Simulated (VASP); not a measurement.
# Ti2In (P4/mmm) in VASP: notebook

Ti2In is run at these levels: PBE; tasks: single point, relaxation of cell and atoms.

Everything below comes from runs of VASP 6.6.1. Logs are shortened: lines on timing, memory, paths and dates and some standing lists are left out, and cuts for length are marked.

## (1) The cell of the first run

Symmetry: P4/mmm, No. 123, tetragonal system. Conventional cell: a = 2.926 Å, b = 2.926 Å, c = 5.590 Å, α = 90.00°, β = 90.00°, γ = 90.00°. Within 3.4 Å of Ti (site symmetry 4mm) lie 4 In at 2.56 Å and 6 Ti at 2.57 to 3.02 Å. Within 3.4 Å of In (site symmetry 4/mmm) lie 8 Ti at 2.56 Å and 4 In at 2.93 Å.

## (2) Single point, PBE

The input, INCAR:

```
PREC = Accurate
ENCUT = 520
EDIFF = 1E-6
ISMEAR = 0
SIGMA = 0.1
LREAL = F
LASPH = T
NELM = 80
ALGO = Normal
ISIF = 2
LWAVE = F
LCHARG = T
GGA = PE
LELF = T
LVHAR = T
NBANDS = 26
```

The input, KPOINTS:

```
Automatic mesh
0
Gamma
  6 6 4
```

The input, POSCAR:

```
Ti2In
1.0
    2.9257027200      0.0000000000      0.0000000000
    0.0000000000      2.9257027200      0.0000000000
    0.0000000000      0.0000000000      5.5897924100
Ti In
2 1
Direct
    0.5000000000      0.5000000000      0.2700000100
    0.5000000000      0.5000000000      0.7299999900
    0.0000000000      0.0000000000      0.0000000000
```

Potentials or basis: VASP PAW PBE potentials, release 64 (Ti_sv, In_d).

Run with:

```console
$ cat potpaw_PBE.64/Ti_sv/POTCAR potpaw_PBE.64/In_d/POTCAR > POTCAR
$ mpirun -np 1 vasp_std > vasp.out
```

OUTCAR:

```text
PREC = Accurate
   ENCUT = 520
   EDIFF = 1E-6
   ISMEAR = 0
   LREAL = F
   LASPH = T
   NELM = 80
   ISIF = 2
   GGA = PE

 ion  position               nearest neighbor table
   1  0.500  0.500  0.270-   3 2.56   3 2.56   3 2.56   3 2.56   2 2.57
   2  0.500  0.500  0.730-   3 2.56   3 2.56   3 2.56   3 2.56   1 2.57
   3  0.000  0.000  0.000-   1 2.56   2 2.56   1 2.56   2 2.56   1 2.56   2 2.56   1 2.56   2 2.56

  LATTYP: Found a simple tetragonal cell.
 ALAT       =     2.9257027200
 C/A-ratio  =     1.9105811304

  Lattice vectors:

 A1 = (   2.9257027200,   0.0000000000,   0.0000000000)
 A2 = (   0.0000000000,   2.9257027200,   0.0000000000)
 A3 = (   0.0000000000,   0.0000000000,   5.5897924100)

Analysis of symmetry for initial positions (statically):
=====================================================================
 Subroutine PRICEL returns:
 Original cell was already a primitive cell.

 Routine SETGRP: Setting up the symmetry group for a
 simple tetragonal supercell.

 Subroutine GETGRP returns: Found 16 space group operations
 (whereof 16 operations were pure point group operations)
 out of a pool of 16 trial point group operations.

The static configuration has the point symmetry D_4h.

Analysis of symmetry for dynamics (positions and initial velocities):
=====================================================================
 Subroutine PRICEL returns:
 Original cell was already a primitive cell.

 Routine SETGRP: Setting up the symmetry group for a
 simple tetragonal supercell.

 Subroutine GETGRP returns: Found 16 space group operations
 (whereof 16 operations were pure point group operations)
 out of a pool of 16 trial point group operations.

The dynamic configuration has the point symmetry D_4h.

 Subroutine INISYM returns: Found 16 space group operations
 (whereof 16 operations are pure point group operations),
 and found     1 'primitive' translations

----------------------------------------------------------------------------------------

                                     Primitive cell

  volume of cell :      47.8471

  direct lattice vectors                    reciprocal lattice vectors
     2.925702720  0.000000000  0.000000000     0.341798226  0.000000000  0.000000000
     0.000000000  2.925702720  0.000000000     0.000000000  0.341798226  0.000000000
     0.000000000  0.000000000  5.589792410     0.000000000  0.000000000  0.178897520

  length of vectors
     2.925702720  2.925702720  5.589792410     0.341798226  0.341798226  0.178897520

  position of ions in fractional coordinates (direct lattice)
     0.500000000  0.500000000  0.270000010
     0.500000000  0.500000000  0.729999990
     0.000000000  0.000000000  0.000000000

  ion indices of the primitive-cell ions
   primitive index   ion index
                 1           1
                 2           2
                 3           3

----------------------------------------------------------------------------------------

 KPOINTS: Automatic mesh

Automatic generation of k-mesh.
 Grid dimensions read from file:
 generate k-points for:    6    6    4

 Generating k-lattice:

  Cartesian coordinates                     Fractional coordinates (reciprocal lattice)
     0.056966371  0.000000000  0.000000000     0.166666667  0.000000000  0.000000000
     0.000000000  0.056966371  0.000000000     0.000000000  0.166666667  0.000000000
     0.000000000  0.000000000  0.044724380     0.000000000  0.000000000  0.250000000

  Length of vectors
     0.056966371  0.056966371  0.044724380

  Shift w.r.t. Gamma in fractional coordinates (k-lattice)
     0.000000000  0.000000000  0.000000000

 Subroutine IBZKPT returns following result:
 ===========================================

 Found     30 irreducible k-points:

 Following reciprocal coordinates:
            Coordinates               Weight
  0.000000  0.000000  0.000000      1.000000
  0.166667  0.000000  0.000000      4.000000
  0.333333  0.000000  0.000000      4.000000
  0.500000  0.000000  0.000000      2.000000
  0.166667  0.166667  0.000000      4.000000
  0.333333  0.166667  0.000000      8.000000
[... 16 lines left out ...]
  0.333333  0.000000  0.500000      4.000000
  0.500000  0.000000  0.500000      2.000000
 [... further k-points ...]
   k-points           NKPTS =     30   k-points in BZ     NKDIM =     30   number of bands    NBANDS=     26
   number of dos      NEDOS =    301   number of ions     NIONS =      3
   total plane-waves  NPLWV =  24192
   dimension x,y,z NGX =    24 NGY =   24 NGZ =   42
   dimension x,y,z NGXF=    48 NGYF=   48 NGZF=   84
   ions per type =               2   1
   NGX,Y,Z   is equivalent  to a cutoff of  13.64, 13.64, 12.49 a.u.
   NGXF,Y,Z  is equivalent  to a cutoff of  27.27, 27.27, 24.98 a.u.
 SYSTEM =  unknown system
   PREC   = accura    normal or accurate (medium, high low for compatibility)
   ISTART =      0    job   : 0-new  1-cont  2-samecut
   ICHARG =      2    charge: 1-file 2-atom 10-const
   ISPIN  =      1    spin polarized calculation?
   LNONCOLLINEAR =      F non collinear calculations
   LSORBIT =      F    spin-orbit coupling
   LASPH  =      T    aspherical Exc in radial PAW
   ENCUT  =  520.0 eV  38.22 Ry    6.18 a.u.   5.44  5.44 10.39*2*pi/ulx,y,z
   NELM   =     80;   NELMIN=  2; NELMDL= -5     # of ELM steps
   EDIFF  = 0.1E-05   stopping-criterion for ELM
   LREAL  =      F    real-space projection
   EDIFFG = 0.1E-04   stopping-criterion for IOM
   NSW    =      0    number of steps for IOM
   IBRION =     -1    ionic relax: 0-MD 1-quasi-New 2-CG
   NFREE  =      0    steps in history (QN), initial steepest desc. (CG)
   ISIF   =      2    stress and relaxation
   ISYM   =      2    0-nonsym 1-usesym 2-fastsym
   POTIM  = 0.5000    time-step for ionic-motion
   TEBEG  =    0.0;   TEEND  =   0.0 temperature during run
   PSTRESS=    0.0 pullay stress
   NELECT =      37.0000    total number of electrons
   NUPDOWN=      -1.0000    fix difference up-down
   EMIN   =  10.00;   EMAX   =-10.00  energy-range for DOS
   EFERMI =   0.00;   METHOD = LEGACY
   ISMEAR =     0;   SIGMA  =   0.10  broadening in eV -4-tet -1-fermi 0-gaus
   EFERMI_NEDOS =   21; number of points for ismear=-14 and -15
   IALGO  =     38    algorithm
   IMIX   =      4    mixing-type and parameters
     AMIX     =   0.40;   BMIX     =  1.00
     AMIX_MAG =   1.60;   BMIX_MAG =  1.00
  volume/ion in A,a.u.               =      15.95       107.63
  Fermi-wavevector in a.u.,A,eV,Ry     =   1.502646  2.839589 30.721212  2.257945
  Thomas-Fermi vector in A             =   2.613860
   LORBIT       =      0    0 simple, 1 ext, 2 COOP (PROOUT), +10 PAW based schemes
   GGA     = PE    functional components
   LHFCALC =     F    Hartree Fock is set to
   AEXX    =    0.0000 exact exchange contribution
   IVDW    =     0    specifies the selected vdW correction
   LEPSILON=     F    determine dielectric tensor
   LRPA    =     F    only Hartree local field effects (RPA)
 non-spin polarized calculation
 Gauss-broadening in eV      SIGMA  =   0.10
  energy-cutoff  :      520.00
  volume of cell :       47.85
 maximum number of plane-waves:      1306
 NGX is ok and might be reduce to    24
   NGX = 11   NGY = 11   NGZ = 21

 number of electron      37.0000004 magnetization

 Free energy of the ion-electron system (eV)
  ---------------------------------------------------
  ext. energy  EPLUGINS =         0.00000000
  ---------------------------------------------------
  free energy    TOTEN  =       -14.83061251 eV

  energy without entropy =      -14.80769784  energy(sigma->0) =      -14.81915517

 E-fermi :  10.6967     XC(G=0): -12.0768

 val. band max:       10.6908222625   @ k =   0.1667   0.1667   0.0000
 cond. band min:      10.6978763280   @ k =   0.3333   0.1667   0.5000
 fundamental gap:      0.0070540655
 Fermi energy:        10.6966982219

 k-point     1 :       0.0000    0.0000    0.0000
  band No.  band energies     occupation
      1     -45.7696      2.00000
      2     -45.6734      2.00000
      3     -22.4494      2.00000
      4     -21.8891      2.00000
      5     -21.8891      2.00000
      6     -21.8288      2.00000
[... 18 lines left out ...]
     25      13.8015      0.00000
     26      15.1051      0.00000

 k-point     2 :       0.1667    0.0000    0.0000
  band No.  band energies     occupation
      1     -45.7588      2.00000
      2     -45.6638      2.00000
      3     -22.4323      2.00000
      4     -21.9902      2.00000
      5     -21.9176      2.00000
      6     -21.8824      2.00000
[... 18 lines left out ...]
     25      13.7852      0.00000
     26      15.3550      0.00000

 k-point     3 :       0.3333    0.0000    0.0000
  band No.  band energies     occupation
      1     -45.7371      2.00000
      2     -45.6445      2.00000
      3     -22.3978      2.00000
      4     -22.1885      2.00000
      5     -22.0921      2.00000
      6     -21.8690      2.00000
[... 18 lines left out ...]
     25      13.7213      0.00000
     26      15.2910      0.00000

 k-point     4 :       0.5000    0.0000    0.0000
  band No.  band energies     occupation
      1     -45.7262      2.00000
      2     -45.6348      2.00000
      3     -22.3800      2.00000
      4     -22.2861      2.00000
      5     -22.1780      2.00000
      6     -21.8622      2.00000
[... 18 lines left out ...]
     25      13.6860      0.00000
     26      14.7121      0.00000

 k-point     5 :       0.1667    0.1667    0.0000
  band No.  band energies     occupation
      1     -45.7482      2.00000
      2     -45.6541      2.00000
      3     -22.4171      2.00000
      4     -21.9885      2.00000
      5     -21.9736      2.00000
      6     -21.9091      2.00000
[... 18 lines left out ...]
     25      13.5610      0.00000
     26      15.5801      0.00000

 k-point     6 :       0.3333    0.1667    0.0000
  band No.  band energies     occupation
      1     -45.7270      2.00000
      2     -45.6347      2.00000
      3     -22.3867      2.00000
      4     -22.1747      2.00000
      5     -22.0839      2.00000
      6     -21.9622      2.00000
[... 427 lines left out ...]
 k-point    21 :       0.0000    0.0000    0.5000
  band No.  band energies     occupation
      1     -45.7519      2.00000
      2     -45.6914      2.00000
      3     -22.2756      2.00000
      4     -21.9389      2.00000
      5     -21.8820      2.00000
      6     -21.8820      2.00000
[... 18 lines left out ...]
     25      13.7283      0.00000
     26      14.9714      0.00000

 k-point    22 :       0.1667    0.0000    0.5000
  band No.  band energies     occupation
      1     -45.7419      2.00000
      2     -45.6810      2.00000
      3     -22.2663      2.00000
      4     -21.9753      2.00000
      5     -21.9460      2.00000
      6     -21.9110      2.00000
[... 18 lines left out ...]
     25      13.3895      0.00000
     26      16.1330      0.00000

 k-point    23 :       0.3333    0.0000    0.5000
  band No.  band energies     occupation
      1     -45.7219      2.00000
      2     -45.6599      2.00000
      3     -22.2477      2.00000
      4     -22.1586      2.00000
      5     -22.1239      2.00000
      6     -21.8936      2.00000
[... 18 lines left out ...]
     25      13.2336      0.00000
     26      15.9750      0.00000

 k-point    24 :       0.5000    0.0000    0.5000
  band No.  band energies     occupation
      1     -45.7118      2.00000
      2     -45.6494      2.00000
      3     -22.2487      2.00000
      4     -22.2382      2.00000
      5     -22.2159      2.00000
      6     -21.8801      2.00000
[... 18 lines left out ...]
     25      13.6171      0.00000
     26      14.9714      0.00000

 [... further k-points ...]
[... 5 lines left out ...]
  --------------------------------------------------------------------------------------
  -------------------------------------------------------------------------------------
  Total       12.2501793     12.2501793     16.5523402      0.0000000      0.0000000      0.0000000
  in kB      410.2012279    410.2012279    554.2604841      0.0000000      0.0000000      0.0000000
  external PRESSURE =     458.2209799 kB  Pullay stress =       0.0000000 kB

 VOLUME and BASIS-vectors are now :
 -----------------------------------------------------------------------------
  energy-cutoff  :      520.00
  volume of cell :       47.85
      direct lattice vectors                 reciprocal lattice vectors
     2.925702720  0.000000000  0.000000000     0.341798226  0.000000000  0.000000000
     0.000000000  2.925702720  0.000000000     0.000000000  0.341798226  0.000000000
     0.000000000  0.000000000  5.589792410     0.000000000  0.000000000  0.178897520

 POSITION                                       TOTAL-FORCE (eV/Angst)
 -----------------------------------------------------------------------------------
      1.46285      1.46285      1.50924         0.000000      0.000000      4.176350
      1.46285      1.46285      4.08055        -0.000000     -0.000000     -4.176350
      0.00000      0.00000      0.00000         0.000000     -0.000000      0.000000
 -----------------------------------------------------------------------------------
    total drift:                                0.000000     -0.000000      0.000000

  FREE ENERGIE OF THE ION-ELECTRON SYSTEM (eV)
  ---------------------------------------------------
  free  energy   TOTEN  =       -14.8306125070 eV

  energy  without entropy=      -14.8076978419  energy(sigma->0) =      -14.81915517
```

Wall time 34 s (1 thread of AMD EPYC 7R13 (Zen 3), shared host); peak memory 0.15 GiB.

Results:

- Free energy: -14.8306 eV
- Pressure: 45.8 GPa
- Largest force: 4.176 eV/Å

Forces in eV/Å, atoms in the order of the input:
```
Ti   0.000  0.000  4.176
Ti   0.000  0.000 -4.176
In   0.000  0.000  0.000
```

Stress tensor (GPa, compression positive):
```
41.02  0.00  0.00
 0.00 41.02  0.00
 0.00  0.00 55.43
```

Levels at points of the mesh, in eV from the Fermi level:
```
           k point  band 15  band 16  band 17  band 18  band 19  band 20  band 21  band 22  band 23  band 24
(0.00, 0.00, 0.00)    -3.97    -1.95    -0.93    -0.86    -0.59     0.59     0.59     2.89     2.90     3.10
(0.50, 0.00, 0.00)    -5.10    -1.49    -0.93    -0.58    -0.12     0.94     1.66     1.68     2.02     2.81
(0.50, 0.50, 0.00)    -3.40    -3.40    -2.05    -0.62     1.29     1.29     2.17     2.17     3.75     3.89
(0.00, 0.00, 0.50)    -5.41    -1.05    -0.47    -0.45    -0.42     1.40     1.40     1.84     1.84     2.76
(0.50, 0.00, 0.50)    -4.63    -1.59    -1.03    -0.74    -0.17     0.53     1.19     1.73     1.89     2.67
(0.50, 0.50, 0.50)    -3.14    -3.14    -2.78    -0.11    -0.11     1.08     1.33     3.79     3.85     4.88
```

Caveat: spin-orbit coupling is left out, which moves the levels of the heavy elements; forces of over 1 eV/Å act on the atoms, so gaps and moduli don't describe the material at rest.

## (3) Single point, PBE

This run uses another cell than the first one, of 19.71 Å³/atom, 1.236 times its volume.

The input, INCAR:

```
PREC = Accurate
ENCUT = 520
EDIFF = 1E-6
ISMEAR = 0
SIGMA = 0.1
LREAL = F
LASPH = T
NELM = 100
ALGO = Fast
ISIF = 2
LWAVE = F
LCHARG = F
GGA = PE
NBANDS = 26
```

The input, KPOINTS:

```
regular mesh
0
Gamma
  6 6 4
```

The input, POSCAR:

```
Ti2In
1.0
    2.9084828624      0.0000000000      0.0000000000
    0.0000000000      2.9084828624      0.0000000000
    0.0000000000      0.0000000000      6.9900833964
Ti In
2 1
Direct
    0.5000000000      0.5000000000      0.3092724649
    0.5000000000      0.5000000000      0.6907275351
    0.0000000000      0.0000000000      0.0000000000
```

Potentials or basis: VASP PAW PBE potentials, release 64 (Ti_sv, In_d).

Run with:

```console
$ cat potpaw_PBE.64/Ti_sv/POTCAR potpaw_PBE.64/In_d/POTCAR > POTCAR
$ mpirun -np 1 vasp_std > vasp.out
```

Run time: 2.6 min. Hardware: 1 thread of AMD EPYC 7R13 (Zen 3), shared host; peak memory 0.17 GiB.

It converged, with:

* Free energy: -17.3678 eV
* Pressure: 0.2 GPa
* Largest force: 0.009 eV/Å

Forces on the atoms (eV/Å):
```
Ti   0.000  0.000  0.009
Ti   0.000  0.000 -0.009
In   0.000  0.000  0.000
```

Stress tensor (GPa, compression positive):
```
0.22 0.00 0.00
0.00 0.22 0.00
0.00 0.00 0.31
```

Levels at points of the mesh, in eV from the Fermi level:
```tsv
k point	band 17	band 18	band 19	band 20	band 21	band 22
(0.00, 0.00, 0.00)	-0.83	-0.64	-0.46	0.46	1.37	1.37
(0.50, 0.00, 0.00)	-1.35	-0.67	-0.42	0.61	1.51	1.79
(0.50, 0.50, 0.00)	-1.50	-0.07	1.05	1.05	1.11	1.11
(0.00, 0.00, 0.50)	-0.85	-0.71	-0.44	-0.31	1.58	1.58
(0.50, 0.00, 0.50)	-1.33	-1.02	-0.14	-0.04	1.60	1.74
(0.50, 0.50, 0.50)	-1.63	-0.47	-0.47	0.30	1.74	2.84
```

Caveat: the k points lie up to 0.36 Å⁻¹ apart; spin-orbit coupling is left out, which moves the levels of the heavy elements.

[end of part 1 of 2]
